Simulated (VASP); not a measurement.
# As in VASP: a series of runs

Runs on As. Level: PBE. Tasks: single point, relaxation of cell and atoms.

All numbers are computed with VASP 6.6.1; they aren't measurements. Logs are shortened: lines on timing, memory, paths and dates and some standing lists are left out, and cuts for length are marked.

### Step 1. The cell of the first run

It takes space group Fm-3m (No. 225, cubic). The conventional cell has a = 3.217 Å, b = 3.217 Å, c = 3.217 Å, α = 90.00°, β = 90.00°, γ = 90.00°. Within 3.0 Å of As (site symmetry m-3m) lie 12 As at 2.28 Å.

### Step 2. Single point, PBE

The input, INCAR:

```
SYSTEM = As
  PREC = Accurate
  ENCUT = 520
  EDIFF = 1E-6
  ISMEAR = -1
  SIGMA = 0.1
  LREAL = .FALSE.
  LASPH = .TRUE.
  NELM = 100
  ALGO = Normal
  ISIF = 2
  LWAVE = .FALSE.
  LCHARG = .FALSE.
  GGA = PE
  NBANDS = 8
```

The input, KPOINTS:

```
regular mesh
0
G
  21 21 21
  0 0 0
```

The input, POSCAR:

```
As
1.0
    0.0000000000      1.6087214576      1.6087214576
    1.6087214576      0.0000000000      1.6087214576
    1.6087214576      1.6087214576      0.0000000000
As
1
Direct
    0.0000000000      0.0000000000      0.0000000000
```

Potentials or basis: VASP PAW PBE potentials, release 64 (As).

Launch:

```console
> cat potpaw_PBE.64/As/POTCAR > POTCAR
> mpirun -np 1 vasp_std > vasp.out
```

OUTCAR:

```text
SYSTEM = As
   PREC = Accurate
   ENCUT = 520
   EDIFF = 1E-6
   ISMEAR = -1
   LREAL = .FALSE.
   LASPH = .TRUE.
   NELM = 100
   ISIF = 2
   GGA = PE

 ion  position               nearest neighbor table
   1  0.000  0.000  0.000-

  LATTYP: Found a face centered cubic cell.
 ALAT       =     3.2174429152

  Lattice vectors:

 A1 = (   0.0000000000,   1.6087214576,   1.6087214576)
 A2 = (   1.6087214576,   0.0000000000,   1.6087214576)
 A3 = (   1.6087214576,   1.6087214576,   0.0000000000)

Analysis of symmetry for initial positions (statically):
=====================================================================
 Subroutine PRICEL returns:
 Original cell was already a primitive cell.

 Routine SETGRP: Setting up the symmetry group for a
 face centered cubic supercell.

 Subroutine GETGRP returns: Found 48 space group operations
 (whereof 48 operations were pure point group operations)
 out of a pool of 48 trial point group operations.

The static configuration has the point symmetry O_h .

Analysis of symmetry for dynamics (positions and initial velocities):
=====================================================================
 Subroutine PRICEL returns:
 Original cell was already a primitive cell.

 Routine SETGRP: Setting up the symmetry group for a
 face centered cubic supercell.

 Subroutine GETGRP returns: Found 48 space group operations
 (whereof 48 operations were pure point group operations)
 out of a pool of 48 trial point group operations.

The dynamic configuration has the point symmetry O_h .

 Subroutine INISYM returns: Found 48 space group operations
 (whereof 48 operations are pure point group operations),
 and found     1 'primitive' translations

----------------------------------------------------------------------------------------

                                     Primitive cell

  volume of cell :       8.3267

  direct lattice vectors                    reciprocal lattice vectors
     0.000000000  1.608721458  1.608721458    -0.310805825  0.310805825  0.310805825
     1.608721458  0.000000000  1.608721458     0.310805825 -0.310805825  0.310805825
     1.608721458  1.608721458  0.000000000     0.310805825  0.310805825 -0.310805825

  length of vectors
     2.275075703  2.275075703  2.275075703     0.538331480  0.538331480  0.538331480

  position of ions in fractional coordinates (direct lattice)
     0.000000000  0.000000000  0.000000000

  ion indices of the primitive-cell ions
   primitive index   ion index
                 1           1

----------------------------------------------------------------------------------------

 KPOINTS: regular mesh

Automatic generation of k-mesh.
 Grid dimensions read from file:
 generate k-points for:   21   21   21

 Generating k-lattice:

  Cartesian coordinates                     Fractional coordinates (reciprocal lattice)
    -0.014800277  0.014800277  0.014800277     0.047619048  0.000000000  0.000000000
     0.014800277 -0.014800277  0.014800277     0.000000000  0.047619048  0.000000000
     0.014800277  0.014800277 -0.014800277     0.000000000  0.000000000  0.047619048

  Length of vectors
     0.025634832  0.025634832  0.025634832

  Shift w.r.t. Gamma in fractional coordinates (k-lattice)
     0.000000000  0.000000000  0.000000000

 Subroutine IBZKPT returns following result:
 ===========================================

 Found    286 irreducible k-points:

 Following reciprocal coordinates:
            Coordinates               Weight
  0.000000  0.000000  0.000000      1.000000
  0.047619  0.000000  0.000000      8.000000
  0.095238  0.000000  0.000000      8.000000
  0.142857  0.000000  0.000000      8.000000
  0.190476  0.000000  0.000000      8.000000
  0.238095  0.000000  0.000000      8.000000
[... 16 lines left out ...]
 -0.428571  0.047619  0.000000     24.000000
 -0.380952  0.047619  0.000000     24.000000
 [... further k-points ...]
   k-points           NKPTS =    286   k-points in BZ     NKDIM =    286   number of bands    NBANDS=      8
   number of dos      NEDOS =    301   number of ions     NIONS =      1
   total plane-waves  NPLWV =   5832
   dimension x,y,z NGX =    18 NGY =   18 NGZ =   18
   dimension x,y,z NGXF=    36 NGYF=   36 NGZF=   36
   ions per type =               1
   NGX,Y,Z   is equivalent  to a cutoff of  13.15, 13.15, 13.15 a.u.
   NGXF,Y,Z  is equivalent  to a cutoff of  26.31, 26.31, 26.31 a.u.
 SYSTEM =  As
   PREC   = accura    normal or accurate (medium, high low for compatibility)
   ISTART =      0    job   : 0-new  1-cont  2-samecut
   ICHARG =      2    charge: 1-file 2-atom 10-const
   ISPIN  =      1    spin polarized calculation?
   LNONCOLLINEAR =      F non collinear calculations
   LSORBIT =      F    spin-orbit coupling
   LASPH  =      T    aspherical Exc in radial PAW
   ENCUT  =  520.0 eV  38.22 Ry    6.18 a.u.   4.23  4.23  4.23*2*pi/ulx,y,z
   NELM   =    100;   NELMIN=  2; NELMDL= -5     # of ELM steps
   EDIFF  = 0.1E-05   stopping-criterion for ELM
   LREAL  =      F    real-space projection
   EDIFFG = 0.1E-04   stopping-criterion for IOM
   NSW    =      0    number of steps for IOM
   IBRION =     -1    ionic relax: 0-MD 1-quasi-New 2-CG
   NFREE  =      0    steps in history (QN), initial steepest desc. (CG)
   ISIF   =      2    stress and relaxation
   ISYM   =      2    0-nonsym 1-usesym 2-fastsym
   POTIM  = 0.5000    time-step for ionic-motion
   TEBEG  =    0.0;   TEEND  =   0.0 temperature during run
   PSTRESS=    0.0 pullay stress
   NELECT =       5.0000    total number of electrons
   NUPDOWN=      -1.0000    fix difference up-down
   EMIN   =  10.00;   EMAX   =-10.00  energy-range for DOS
   EFERMI =   0.00;   METHOD = LEGACY
   ISMEAR =    -1;   SIGMA  =   0.10  broadening in eV -4-tet -1-fermi 0-gaus
   EFERMI_NEDOS =   21; number of points for ismear=-14 and -15
   IALGO  =     38    algorithm
   IMIX   =      4    mixing-type and parameters
     AMIX     =   0.40;   BMIX     =  1.00
     AMIX_MAG =   1.60;   BMIX_MAG =  1.00
  volume/ion in A,a.u.               =       8.33        56.19
  Fermi-wavevector in a.u.,A,eV,Ry     =   1.381149  2.609994 25.954114  1.907574
  Thomas-Fermi vector in A             =   2.505960
   LORBIT       =      0    0 simple, 1 ext, 2 COOP (PROOUT), +10 PAW based schemes
   GGA     = PE    functional components
[... 5 lines left out ...]
 non-spin polarized calculation
  energy-cutoff  :      520.00
  volume of cell :        8.33
 maximum number of plane-waves:       234
 NGX is ok and might be reduce to    18
   NGX =  9   NGY =  9   NGZ =  9

 number of electron       5.0000001 magnetization

 Free energy of the ion-electron system (eV)
  ---------------------------------------------------
  ext. energy  EPLUGINS =         0.00000000
  ---------------------------------------------------
  free energy    TOTEN  =         2.69260373 eV

  energy without entropy =        2.70445754  energy(sigma->0) =        2.69853064

 E-fermi :  20.3321     XC(G=0): -14.7677

 val. band max:       20.3290455819   @ k =  -0.2857   0.2381   0.0952
 cond. band min:      20.3330845357   @ k =  -0.4286   0.4762   0.0476
 fundamental gap:      0.0040389537
 Fermi energy:        20.3320791766

 k-point     1 :       0.0000    0.0000    0.0000
  band No.  band energies     occupation
      1      -6.3214      2.00000
      2      35.6228      0.00000
      3      35.6228      0.00000
      4      35.6228      0.00000
      5      36.5315      0.00000
      6      36.8564      0.00000
      7      36.8564      0.00000
      8      36.8564      0.00000

 k-point     2 :       0.0476    0.0000    0.0000
  band No.  band energies     occupation
      1      -6.2197      2.00000
      2      32.9574      0.00000
      3      34.8871      0.00000
      4      34.8871      0.00000
      5      36.1670      0.00000
      6      37.7457      0.00000
      7      37.7457      0.00000
      8      39.7373      0.00000

 k-point     3 :       0.0952    0.0000    0.0000
  band No.  band energies     occupation
      1      -5.9140      2.00000
      2      29.5873      0.00000
      3      33.9001      0.00000
      4      33.9001      0.00000
      5      36.0576      0.00000
      6      39.1868      0.00000
      7      39.1868      0.00000
      8      42.6876      0.00000

 k-point     4 :       0.1429    0.0000    0.0000
  band No.  band energies     occupation
      1      -5.4035      2.00000
      2      26.2362      0.00000
      3      33.0314      0.00000
      4      33.0314      0.00000
      5      35.9103      0.00000
      6      40.7429      0.00000
      7      40.7429      0.00000
      8      42.9339      0.00000

 k-point     5 :       0.1905    0.0000    0.0000
  band No.  band energies     occupation
      1      -4.6869      2.00000
      2      22.9597      0.00000
      3      32.3129      0.00000
      4      32.3129      0.00000
      5      35.7408      0.00000
      6      40.8264      0.00000
      7      40.8264      0.00000
      8      42.8988      0.00000
[... 177 lines left out ...]
 k-point    22 :      -0.4762    0.0476    0.0000
  band No.  band energies     occupation
      1       4.6586      2.00000
      2       5.6770      2.00000
      3      29.5170      0.00000
      4      30.3252      0.00000
      5      33.2014      0.00000
      6      35.3352      0.00000
      7      37.3720      0.00000
      8      40.4640      0.00000

 k-point    23 :      -0.4286    0.0476    0.0000
  band No.  band energies     occupation
      1       2.7420      2.00000
      2       7.8588      2.00000
      3      29.0970      0.00000
      4      30.8881      0.00000
      5      33.7149      0.00000
      6      35.0574      0.00000
      7      37.4059      0.00000
      8      40.7150      0.00000

 k-point    24 :      -0.3810    0.0476    0.0000
  band No.  band energies     occupation
      1       0.9201      2.00000
      2      10.3408      2.00000
      3      28.8419      0.00000
      4      31.5173      0.00000
      5      34.3610      0.00000
      6      35.0853      0.00000
      7      37.5202      0.00000
      8      41.2016      0.00000

 [... further k-points ...]
[... 5 lines left out ...]
  --------------------------------------------------------------------------------------
  -------------------------------------------------------------------------------------
  Total       22.3029036     22.3029036     22.3029036     -0.0000000     -0.0000000      0.0000000
  in kB     4291.4042909   4291.4042909   4291.4042909     -0.0000000     -0.0000000      0.0000000
  external PRESSURE =    4291.4042909 kB  Pullay stress =       0.0000000 kB

 VOLUME and BASIS-vectors are now :
 -----------------------------------------------------------------------------
  energy-cutoff  :      520.00
  volume of cell :        8.33
      direct lattice vectors                 reciprocal lattice vectors
     0.000000000  1.608721458  1.608721458    -0.310805825  0.310805825  0.310805825
     1.608721458  0.000000000  1.608721458     0.310805825 -0.310805825  0.310805825
     1.608721458  1.608721458  0.000000000     0.310805825  0.310805825 -0.310805825

 POSITION                                       TOTAL-FORCE (eV/Angst)
 -----------------------------------------------------------------------------------
      0.00000      0.00000      0.00000         0.000000      0.000000     -0.000000
 -----------------------------------------------------------------------------------
    total drift:                                0.000000     -0.000000     -0.000000

  FREE ENERGIE OF THE ION-ELECTRON SYSTEM (eV)
  ---------------------------------------------------
  free  energy   TOTEN  =         2.6926037305 eV

  energy  without entropy=        2.7044575398  energy(sigma->0) =        2.69853064
```

Run time: 14 s. Hardware: 1 thread of AMD EPYC 7R43 (Zen 3), shared host; peak memory 0.09 GiB.

Results:

```
Free energy : 2.6926 eV
Pressure    : 429.1 GPa
```

[end of part 1 of 3]
